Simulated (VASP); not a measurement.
Wanted: the native input for a VASP 6.6.1 run.

* Task: single point
* Functional: PBE
* Potentials or basis: VASP PAW PBE potentials, release 64 (Bi_d, Te)
* Cutoff: 520 eV
* k mesh: 6 × 6 × 4
* Occupations: gaussian, width 0.1 eV
* Spin: no spin polarisation
* Dipole correction: no
* Further INCAR settings: ALGO = Normal; EDIFF = 1e-06; NBANDS = 28

The structure of BiTe4 lies in POSCAR:

```
BiTe4
1.0
    6.4673320499      0.0000000033      0.0000000000
   -3.2336660278      5.6008738483      0.0000000000
    0.0000000000      0.0000000000      5.9341590165
Bi Te
1 4
Direct
    0.0000000000      0.0000000000      0.5000000000
    0.5000000000      0.0000000000      0.0000000000
    0.0000000000      0.5000000000      0.0000000000
    0.5000000000      0.5000000000      0.0000000000
    0.0000000000      0.0000000000      0.0000000000
```

The cell was generated, and may not be a known phase.

One way to write it, as run:

INCAR

```
PREC     = Accurate       # precision mode
ENCUT    = 520            # plane-wave cutoff, eV
EDIFF    = 1E-6           # SCF threshold, eV
ISMEAR   = 0              # smearing method
SIGMA    = 0.1            # smearing width, eV
LREAL    = F              # projectors in reciprocal space
LASPH    = T              # aspherical terms in the spheres
NELM     = 80             # most SCF steps
ALGO     = Normal         # electronic algorithm
ISIF     = 2              # what is computed and relaxed
LWAVE    = F              # write WAVECAR
LCHARG   = F              # write CHGCAR
GGA      = PE             # functional
NBANDS   = 28             # bands
```

KPOINTS

```
regular mesh
0
Gamma
  6 6 4
```

Potentials or basis: VASP PAW PBE potentials, release 64 (Bi_d, Te).

Launch:

```sh
$ cat potpaw_PBE.64/Bi_d/POTCAR potpaw_PBE.64/Te/POTCAR > POTCAR
$ mpirun -np 1 vasp_std > vasp.out
```

It gave:

- Pressure: 0.2 GPa
- Band gap on the k mesh: zero (an odd number of electrons rules out a gap without spin polarisation)

Caveat: spin-orbit coupling is left out, which moves the levels of the heavy elements; an odd number of electrons without spin polarisation forces a metal; a magnetic or distorted state may lie lower.

Run time: 80 s on 1 thread of Intel(R) Xeon(R) Platinum 8375C CPU @ 2.90GHz (Ice Lake), with other jobs on the host, peak memory 0.38 GiB.
